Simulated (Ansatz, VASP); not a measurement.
One calculation of TePb, two programs

```xyz
2
Lattice="0.0000 3.1873 3.1873 3.1873 0.0000 3.1873 3.1873 3.1873 0.0000" Properties=species:S:1:pos:R:3 pbc="T T T"
Pb    0.0000    0.0000    0.0000
Te    3.1873    3.1873    3.1873
```

Alike in both runs: task single point; functional RPBE; dispersion D3(BJ); k mesh 7 × 7 × 7; occupations fermi-dirac, width 0.05 eV; no spin polarisation.

```csv
,VASP,Ansatz
version,VASP 6.6.1,Ansatz 0.2.0
potentials or method,"VASP PAW PBE potentials, release 64 (Pb_d, Te)",Ansatz PAW
plane-wave cutoff (eV),520,420
valence electrons in the cell,20,30
```

Ansatz gave:

```
pressure (GPa) : -9.4
```

Which values does VASP return?

Pressure (GPa): -9.5.

VASP's potentials were made for PBE, not for RPBE. VASP's potentials hold 20 valence electrons a cell and Ansatz's 30, so a difference there can come from the potentials and not from the codes.

Spin-orbit coupling is off throughout.
